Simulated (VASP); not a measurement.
# SiNi (P2_13) in VASP: a series of runs

SiNi is run at these levels: PBEsol; tasks: single point.

All numbers are computed with VASP 6.6.1; they aren't measurements. Logs are shortened: lines on timing, memory, paths and dates and some standing lists are left out, and cuts for length are marked.

**1. The cell of the first run**

It takes space group P2_13 (No. 198, cubic). Conventional cell: a = 4.377 Å, b = 4.377 Å, c = 4.377 Å, α = 90.00°, β = 90.00°, γ = 90.00°. Within 3.0 Å of Si (site symmetry 3) lie 7 Ni at 2.30 to 2.36 Å and 6 Si at 2.70 Å. Ni (site symmetry 3) has 7 Si at 2.30 to 2.36 Å and 6 Ni at 2.70 Å within 3.0 Å.

**2. Single point, PBEsol (volume scaled by 0.94, then relaxed in part)**

INCAR reads:

```
ALGO = Normal
EDIFF = 1E-6
ENCUT = 520
GGA = PS
ISIF = 2
ISMEAR = 0
LASPH = T
LCHARG = F
LREAL = F
LWAVE = F
NBANDS = 38
NELM = 80
PREC = Accurate
SIGMA = 0.1
```

KPOINTS reads:

```
k-points
0
Gamma
  8 8 8
```

POSCAR reads:

```
SiNi
1.0
    4.3767893444      0.0000000000      0.0000000000
    0.0000000000      4.3767893444      0.0000000000
    0.0000000000      0.0000000000      4.3767893444
Si Ni
4 4
Direct
    0.6531600056      0.1531600056      0.3468399944
    0.1531600056      0.3468399944      0.6531600056
    0.3468399944      0.6531600056      0.1531600056
    0.8468399944      0.8468399944      0.8468399944
    0.3500276172      0.8500276172      0.6499723828
    0.8500276172      0.6499723828      0.3500276172
    0.6499723828      0.3500276172      0.8500276172
    0.1499723828      0.1499723828      0.1499723828
```

Potentials or basis: VASP PAW PBE potentials, release 64 (Si, Ni).

On the command line:

```bash
cat potpaw_PBE.64/Si/POTCAR potpaw_PBE.64/Ni/POTCAR > POTCAR
mpirun -np 1 vasp_std > vasp.out
```

OUTCAR:

```text
EDIFF = 1E-6
   ENCUT = 520
   GGA = PS
   ISIF = 2
   ISMEAR = 0
   LASPH = T
   LREAL = F
   NELM = 80
   PREC = Accurate

 ion  position               nearest neighbor table
   1  0.653  0.153  0.347-   5 2.30   6 2.34   7 2.34   8 2.34   7 2.36   6 2.36   8 2.36   2 2.70
                             4 2.70   3 2.70   3 2.70   2 2.70   4 2.70
   2  0.153  0.347  0.653-   6 2.30   5 2.34   7 2.34   8 2.34   5 2.36   8 2.36   7 2.36   1 2.70
                             3 2.70   3 2.70   4 2.70   1 2.70   4 2.70
   3  0.347  0.653  0.153-   7 2.30   6 2.34   5 2.34   8 2.34   6 2.36   5 2.36   8 2.36   1 2.70
                             2 2.70   2 2.70   1 2.70   4 2.70   4 2.70
   4  0.847  0.847  0.847-   8 2.30   6 2.34   7 2.34   5 2.34   7 2.36   6 2.36   5 2.36   2 2.70
                             3 2.70   1 2.70   1 2.70   2 2.70   3 2.70
   5  0.350  0.850  0.650-   1 2.30   2 2.34   3 2.34   4 2.34   3 2.36   2 2.36   4 2.36   8 2.70
                             8 2.70   6 2.70   7 2.70   7 2.70   6 2.70
   6  0.850  0.650  0.350-   2 2.30   1 2.34   3 2.34   4 2.34   1 2.36   4 2.36   3 2.36   8 2.70
                             5 2.70   7 2.70   8 2.70   7 2.70   5 2.70
   7  0.650  0.350  0.850-   3 2.30   2 2.34   1 2.34   4 2.34   2 2.36   1 2.36   4 2.36   8 2.70
                             5 2.70   6 2.70   6 2.70   5 2.70   8 2.70
   8  0.150  0.150  0.150-   4 2.30   2 2.34   3 2.34   1 2.34   3 2.36   2 2.36   1 2.36   5 2.70
                             6 2.70   7 2.70   5 2.70   6 2.70   7 2.70

  LATTYP: Found a simple cubic cell.
 ALAT       =     4.3767893444

  Lattice vectors:

 A1 = (   4.3767893444,   0.0000000000,   0.0000000000)
 A2 = (   0.0000000000,   4.3767893444,   0.0000000000)
 A3 = (   0.0000000000,   0.0000000000,   4.3767893444)

Analysis of symmetry for initial positions (statically):
=====================================================================
 Subroutine PRICEL returns:
 Original cell was already a primitive cell.

 Routine SETGRP: Setting up the symmetry group for a
 simple cubic supercell.

 Subroutine GETGRP returns: Found 12 space group operations
 (whereof  3 operations were pure point group operations)
 out of a pool of 48 trial point group operations.

The static configuration has the point symmetry C_3 .
 The point group associated with its full space group is T   .

Analysis of symmetry for dynamics (positions and initial velocities):
=====================================================================
 Subroutine PRICEL returns:
 Original cell was already a primitive cell.

 Routine SETGRP: Setting up the symmetry group for a
 simple cubic supercell.

 Subroutine GETGRP returns: Found 12 space group operations
 (whereof  3 operations were pure point group operations)
[... 127 lines left out ...]
   NUPDOWN=      -1.0000    fix difference up-down
   EMIN   =  10.00;   EMAX   =-10.00  energy-range for DOS
   EFERMI =   0.00;   METHOD = LEGACY
   ISMEAR =     0;   SIGMA  =   0.10  broadening in eV -4-tet -1-fermi 0-gaus
   EFERMI_NEDOS =   21; number of points for ismear=-14 and -15
   IALGO  =     38    algorithm
   IMIX   =      4    mixing-type and parameters
     AMIX     =   0.40;   BMIX     =  1.00
     AMIX_MAG =   1.60;   BMIX_MAG =  1.00
  volume/ion in A,a.u.               =      10.48        70.73
  Fermi-wavevector in a.u.,A,eV,Ry     =   1.431029  2.704253 27.862621  2.047845
  Thomas-Fermi vector in A             =   2.550810
   LORBIT       =      0    0 simple, 1 ext, 2 COOP (PROOUT), +10 PAW based schemes
   GGA     = PS    functional components
   LHFCALC =     F    Hartree Fock is set to
   AEXX    =    0.0000 exact exchange contribution
   IVDW    =     0    specifies the selected vdW correction
   LEPSILON=     F    determine dielectric tensor
   LRPA    =     F    only Hartree local field effects (RPA)
 non-spin polarized calculation
 Gauss-broadening in eV      SIGMA  =   0.10
  energy-cutoff  :      520.00
  volume of cell :       83.84
 maximum number of plane-waves:      2301
 NGX is ok and might be reduce to    36
   NGX = 17   NGY = 17   NGZ = 17

 number of electron      56.0000006 magnetization

 Free energy of the ion-electron system (eV)
  ---------------------------------------------------
  ext. energy  EPLUGINS =         0.00000000
  ---------------------------------------------------
  free energy    TOTEN  =       -51.35466418 eV

  energy without entropy =      -51.34387339  energy(sigma->0) =      -51.34926879

 E-fermi :  13.2950     XC(G=0): -13.1078

 val. band max:       13.2678411039   @ k =  -0.1250   0.3750   0.0000
 cond. band min:      13.3225962653   @ k =   0.2500   0.2500   0.0000
 fundamental gap:      0.0547551614
 Fermi energy:        13.2949529000

 k-point     1 :       0.0000    0.0000    0.0000
  band No.  band energies     occupation
      1      -1.8187      2.00000
      2       3.9086      2.00000
      3       3.9086      2.00000
      4       3.9086      2.00000
      5       6.3892      2.00000
      6       6.3892      2.00000
[... 973 lines left out ...]
     37      18.0631      0.00000
     38      19.1168      0.00000

 [... further k-points ...]

------------------------ aborting loop because EDIFF is reached ----------------------------------------

  FORCE on cell =-STRESS in cart. coord.  units (eV):
  Direction    XX          YY          ZZ          XY          YZ          ZX
  --------------------------------------------------------------------------------------
  -------------------------------------------------------------------------------------
  Total        7.6350234      7.6350234      7.6350234     -0.0000000     -0.0000000     -0.0000000
  in kB      145.8995723    145.8995723    145.8995723     -0.0000000     -0.0000000     -0.0000000
  external PRESSURE =     145.8995723 kB  Pullay stress =       0.0000000 kB

 VOLUME and BASIS-vectors are now :
 -----------------------------------------------------------------------------
  energy-cutoff  :      520.00
  volume of cell :       83.84
      direct lattice vectors                 reciprocal lattice vectors
     4.376789344  0.000000000  0.000000000     0.228477983  0.000000000  0.000000000
     0.000000000  4.376789344  0.000000000     0.000000000  0.228477983  0.000000000
     0.000000000  0.000000000  4.376789344     0.000000000  0.000000000  0.228477983

 POSITION                                       TOTAL-FORCE (eV/Angst)
 -----------------------------------------------------------------------------------
      2.85874      0.67035      1.51805        -0.001677     -0.001677      0.001677
      0.67035      1.51805      2.85874        -0.001677      0.001677     -0.001677
      1.51805      2.85874      0.67035         0.001677     -0.001677     -0.001677
      3.70644      3.70644      3.70644         0.001677      0.001677      0.001677
      1.53200      3.72039      2.84479        -0.000464     -0.000464      0.000464
      3.72039      2.84479      1.53200        -0.000464      0.000464     -0.000464
      2.84479      1.53200      3.72039         0.000464     -0.000464     -0.000464
      0.65640      0.65640      0.65640         0.000464      0.000464      0.000464
 -----------------------------------------------------------------------------------
    total drift:                                0.000000      0.000000     -0.000000

  FREE ENERGIE OF THE ION-ELECTRON SYSTEM (eV)
  ---------------------------------------------------
  free  energy   TOTEN  =       -51.3546641835 eV

  energy  without entropy=      -51.3438733891  energy(sigma->0) =      -51.34926879
```

stdout:

```text
POSCAR found type information on POSCAR SiNi
 POSCAR found :  2 types and       8 ions
 scaLAPACK will be used
 -----------------------------------------------------------------------------
|                                                                             |
|                                                                             |
|     You enforced a specific xc type in the INCAR file but a different       |
|     I HOPE YOU KNOW WHAT YOU ARE DOING!                                     |
|                                                                             |
 -----------------------------------------------------------------------------

 LDA part: xc-table for (Slater+PW92), standard interpolation
 POSCAR, INCAR and KPOINTS ok, starting setup
 FFT: planning ... GRIDC
 FFT: planning ... GRID_SOFT
 FFT: planning ... GRID
 WAVECAR not read
 entering main loop
```

It took 3.5 min on 1 thread of Intel Xeon 8259CL, shared host; peak memory 0.26 GiB.

Results:

```
Free energy            : -51.3547 eV
Pressure               : 14.6 GPa
Band gap on the k mesh : zero (band 28 reaches 14.46 eV, above the bottom of band 29 at 13.12 eV)
```

Forces on the atoms (eV/Å):
```
Si  -0.002 -0.002  0.002
Si  -0.002  0.002 -0.002
Si   0.002 -0.002 -0.002
Si   0.002  0.002  0.002
Ni   0.000  0.000  0.000
Ni   0.000  0.000  0.000
Ni   0.000  0.000  0.000
Ni   0.000  0.000  0.000
```

Levels at points of the mesh, in eV from the Fermi level:
```tsv
k point	band 24	band 25	band 26	band 27	band 28	band 29	band 30	band 31	band 32	band 33
(0.00, 0.00, 0.00)	-2.59	-1.85	-1.85	-1.85	1.16	1.16	1.16	1.39	1.39	2.07
(0.50, 0.00, 0.00)	-2.44	-2.28	-2.28	-0.75	-0.75	-0.18	-0.18	2.89	2.89	3.06
(0.50, 0.50, 0.00)	-2.77	-1.77	-1.77	-1.11	-1.11	0.43	0.43	0.91	0.91	4.00
(0.50, 0.50, 0.50)	-3.04	-2.04	-2.04	-2.04	-2.04	4.58	4.58	4.58	4.58	4.75
```

Caveat: the PAW data sets were made with another functional, which shifts forces and pressure a little. Spin polarisation is off, so any magnetic state and its effect on volume and gap are missing.

**3. Single point, PBEsol (volume scaled by 0.97, then relaxed in part)**

INCAR reads:

```
PREC     = Accurate       # precision mode
ENCUT    = 520            # plane-wave cutoff, eV
EDIFF    = 1E-6           # SCF threshold, eV
ISMEAR   = 0              # smearing method
SIGMA    = 0.1            # smearing width, eV
LREAL    = F              # projectors in reciprocal space
LASPH    = T              # aspherical terms in the spheres
NELM     = 80             # most SCF steps
ALGO     = Normal         # electronic algorithm
ISIF     = 2              # what is computed and relaxed
LWAVE    = F              # write WAVECAR
LCHARG   = F              # write CHGCAR
GGA      = PS             # functional
NBANDS   = 38             # bands
```

KPOINTS reads:

```
Automatic mesh
0
Gamma
  8 8 8
```

POSCAR reads:

```
SiNi
1.0
    4.4228641971      0.0000000000      0.0000000000
    0.0000000000      4.4228641971      0.0000000000
    0.0000000000      0.0000000000      4.4228641971
Si Ni
4 4
Direct
    0.6533582231      0.1533582231      0.3466417769
    0.1533582231      0.3466417769      0.6533582231
    0.3466417769      0.6533582231      0.1533582231
    0.8466417769      0.8466417769      0.8466417769
    0.3504166708      0.8504166708      0.6495833292
    0.8504166708      0.6495833292      0.3504166708
    0.6495833292      0.3504166708      0.8504166708
    0.1495833292      0.1495833292      0.1495833292
```

Potentials or basis: VASP PAW PBE potentials, release 64 (Si, Ni).

On the command line:

```bash
cat potpaw_PBE.64/Si/POTCAR potpaw_PBE.64/Ni/POTCAR > POTCAR
mpirun -np 1 vasp_std > vasp.out
```

OUTCAR:

```text
PREC = Accurate
   ENCUT = 520
   EDIFF = 1E-6
   ISMEAR = 0
   LREAL = F
   LASPH = T
   NELM = 80
   ISIF = 2
   GGA = PS

 ion  position               nearest neighbor table
   1  0.653  0.153  0.347-   5 2.32   6 2.36   7 2.36   8 2.36   7 2.39   6 2.39   8 2.39   2 2.73
                             4 2.73   3 2.73   3 2.73   2 2.73   4 2.73
   2  0.153  0.347  0.653-   6 2.32   5 2.36   7 2.36   8 2.36   5 2.39   8 2.39   7 2.39   1 2.73
                             3 2.73   3 2.73   4 2.73   1 2.73   4 2.73
   3  0.347  0.653  0.153-   7 2.32   6 2.36   5 2.36   8 2.36   5 2.39   8 2.39   6 2.39   1 2.73
                             2 2.73   2 2.73   1 2.73   4 2.73   4 2.73
   4  0.847  0.847  0.847-   8 2.32   6 2.36   7 2.36   5 2.36   7 2.39   6 2.39   5 2.39   2 2.73
                             3 2.73   1 2.73   1 2.73   2 2.73   3 2.73
   5  0.350  0.850  0.650-   1 2.32   2 2.36   3 2.36   4 2.36   3 2.39   2 2.39   4 2.39   8 2.73
                             8 2.73   6 2.73   7 2.73   7 2.73   6 2.73
   6  0.850  0.650  0.350-   2 2.32   1 2.36   3 2.36   4 2.36   1 2.39   4 2.39   3 2.39   7 2.73
                             7 2.73   8 2.73   8 2.73   5 2.73   5 2.73
   7  0.650  0.350  0.850-   3 2.32   2 2.36   1 2.36   4 2.36   1 2.39   4 2.39   2 2.39   6 2.73
                             6 2.73   8 2.73   5 2.73   5 2.73   8 2.73
   8  0.150  0.150  0.150-   4 2.32   2 2.36   3 2.36   1 2.36   3 2.39   2 2.39   1 2.39   5 2.73
[... 1189 lines left out ...]
     38      18.4866      0.00000

 [... further k-points ...]

------------------------ aborting loop because EDIFF is reached ----------------------------------------

  FORCE on cell =-STRESS in cart. coord.  units (eV):
  Direction    XX          YY          ZZ          XY          YZ          ZX
  --------------------------------------------------------------------------------------
  -------------------------------------------------------------------------------------
  Total        3.6631463      3.6631463      3.6631463      0.0000000     -0.0000000      0.0000000
  in kB       67.8350326     67.8350326     67.8350326      0.0000000     -0.0000000      0.0000000
  external PRESSURE =      67.8350326 kB  Pullay stress =       0.0000000 kB

 VOLUME and BASIS-vectors are now :
 -----------------------------------------------------------------------------
  energy-cutoff  :      520.00
  volume of cell :       86.52
      direct lattice vectors                 reciprocal lattice vectors
     4.422864197  0.000000000  0.000000000     0.226097831  0.000000000  0.000000000
     0.000000000  4.422864197  0.000000000     0.000000000  0.226097831  0.000000000
     0.000000000  0.000000000  4.422864197     0.000000000  0.000000000  0.226097831

 POSITION                                       TOTAL-FORCE (eV/Angst)
 -----------------------------------------------------------------------------------
      2.88971      0.67828      1.53315        -0.002735     -0.002735      0.002735
      0.67828      1.53315      2.88971        -0.002735      0.002735     -0.002735
      1.53315      2.88971      0.67828         0.002735     -0.002735     -0.002735
      3.74458      3.74458      3.74458         0.002735      0.002735      0.002735
      1.54985      3.76128      2.87302         0.000194      0.000194     -0.000194
      3.76128      2.87302      1.54985         0.000194     -0.000194      0.000194
      2.87302      1.54985      3.76128        -0.000194      0.000194      0.000194
      0.66159      0.66159      0.66159        -0.000194     -0.000194     -0.000194
 -----------------------------------------------------------------------------------
    total drift:                                0.000000      0.000000      0.000000

  FREE ENERGIE OF THE ION-ELECTRON SYSTEM (eV)
  ---------------------------------------------------
  free  energy   TOTEN  =       -51.5318883353 eV

  energy  without entropy=      -51.5214559981  energy(sigma->0) =      -51.52667217
```

OSZICAR:

```text
N       E                     dE             d eps       ncg     rms          rms(c)
DAV:   1     0.373008369605E+03    0.37301E+03   -0.24064E+04  3420   0.178E+03
DAV:   2    -0.258735789963E+02   -0.39888E+03   -0.38205E+03  3426   0.375E+02
DAV:   3    -0.571500121195E+02   -0.31276E+02   -0.30126E+02  3856   0.125E+02
DAV:   4    -0.581858662397E+02   -0.10359E+01   -0.10293E+01  4172   0.210E+01
DAV:   5    -0.582190416940E+02   -0.33175E-01   -0.33164E-01  4168   0.354E+00    0.294E+01
DAV:   6    -0.634623146357E+02   -0.52433E+01   -0.11248E+02  4080   0.153E+02    0.314E+01
DAV:   7    -0.514476595207E+02    0.12015E+02   -0.38885E+01  3996   0.102E+02    0.636E+00
DAV:   8    -0.516570677391E+02   -0.20941E+00   -0.45332E+00  5030   0.134E+01    0.380E+00
DAV:   9    -0.515334076725E+02    0.12366E+00   -0.39768E-01  4102   0.893E+00    0.668E-01
DAV:  10    -0.515329008882E+02    0.50678E-03   -0.23006E-02  3954   0.124E+00    0.346E-01
DAV:  11    -0.515319553547E+02    0.94553E-03   -0.24931E-03  5518   0.668E-01    0.821E-02
DAV:  12    -0.515319152457E+02    0.40109E-04   -0.33223E-04  4826   0.140E-01    0.478E-02
DAV:  13    -0.515318903637E+02    0.24882E-04   -0.10127E-04  5280   0.137E-01    0.233E-02
DAV:  14    -0.515318884686E+02    0.18950E-05   -0.22124E-05  5002   0.601E-02    0.780E-03
DAV:  15    -0.515318883353E+02    0.13329E-06   -0.71141E-07  2202   0.582E-03
   1 F= -.51531888E+02 E0= -.51526672E+02  d E =-.104323E-01
```

Run time: 3.5 min. Hardware: 1 thread of Intel Xeon 8259CL, shared host; peak memory 0.27 GiB.

Results:

- Free energy: -51.5319 eV
- Pressure: 6.8 GPa
- Largest force: 0.005 eV/Å
- Band gap on the k mesh: zero (band 28 reaches 13.84 eV, above the bottom of band 29 at 12.55 eV)

Forces in eV/Å, atoms in the order of the input:
```
Si  -0.003 -0.003  0.003
Si  -0.003  0.003 -0.003
Si   0.003 -0.003 -0.003
Si   0.003  0.003  0.003
Ni   0.000  0.000  0.000
Ni   0.000  0.000  0.000
Ni   0.000  0.000  0.000
Ni   0.000  0.000  0.000
```

Levels at points of the mesh, in eV from the Fermi level:
```tsv
k point	band 26	band 27	band 28	band 29	band 30	band 31
(0.00, 0.00, 0.00)	-1.75	-1.75	1.10	1.10	1.10	1.40
(0.50, 0.00, 0.00)	-2.16	-0.69	-0.69	-0.18	-0.18	2.86
(0.50, 0.50, 0.00)	-1.67	-1.05	-1.05	0.40	0.40	0.90
(0.50, 0.50, 0.50)	-1.93	-1.93	-1.93	4.44	4.44	4.44
```

Caveat: the PAW data sets were made with another functional, which shifts forces and pressure a little. Spin polarisation is off, so any magnetic state and its effect on volume and gap are missing.
